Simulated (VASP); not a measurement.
Wanted: the native input for a VASP 6.6.1 run.

| Quantity | Value |
| --- | --- |
| Task | single point |
| Functional | PBE |
| Potentials or basis | VASP PAW PBE potentials, release 64 (Mg, Cd, S) |
| Cutoff | 520 eV |
| k mesh | 8 × 8 × 4 |
| Occupations | gaussian, width 0.02 eV |
| Spin | no spin polarisation |
| Dipole correction | no |
| Further INCAR settings | ALGO = Normal; EDIFF = 1e-07; NBANDS = 31 |

The structure of Mg3CdS4 lies in POSCAR:

```
Mg3CdS4
1.0
    3.7522800831      0.0000000000      0.0000000000
    0.0000000000      3.7522800831      0.0000000000
    0.0000000000      0.0000000000     10.6323816943
Mg Cd S
3 1 4
Direct
    0.0000000000      0.0000000000      0.7456080094
    0.0000000000      0.0000000000      0.2543919906
    0.5000000000      0.5000000000      0.5000000000
    0.5000000000      0.5000000000      0.0000000000
    0.0000000000      0.0000000000      0.0000000000
    0.5000000000      0.5000000000      0.2568387525
    0.0000000000      0.0000000000      0.5000000000
    0.5000000000      0.5000000000      0.7431612475
```

The input as run:

INCAR

```
PREC = Accurate
ENCUT = 520
EDIFF = 1E-7
ISMEAR = 0
SIGMA = 0.02
LREAL = F
LASPH = T
NELM = 80
ALGO = Normal
ISIF = 2
LWAVE = F
LCHARG = T
GGA = PE
LELF = T
LVHAR = T
NBANDS = 31
```

KPOINTS

```
regular mesh
0
Gamma
  8 8 4
```

Potentials or basis: VASP PAW PBE potentials, release 64 (Mg, Cd, S).

Launch:

```console
$ cat potpaw_PBE.64/Mg/POTCAR potpaw_PBE.64/Cd/POTCAR potpaw_PBE.64/S/POTCAR > POTCAR
$ mpirun -np 1 vasp_std > vasp.out
```

Results of the run:

- Pressure: -0.1 GPa
- Largest force: 0.025 eV/Å
- Band gap on the k mesh: 1.04 eV (least direct gap 1.85 eV)

Wall time 2.4 min on 1 thread of Intel(R) Xeon(R) Platinum 8488C (Sapphire Rapids), on a shared host, peak memory 0.35 GiB.
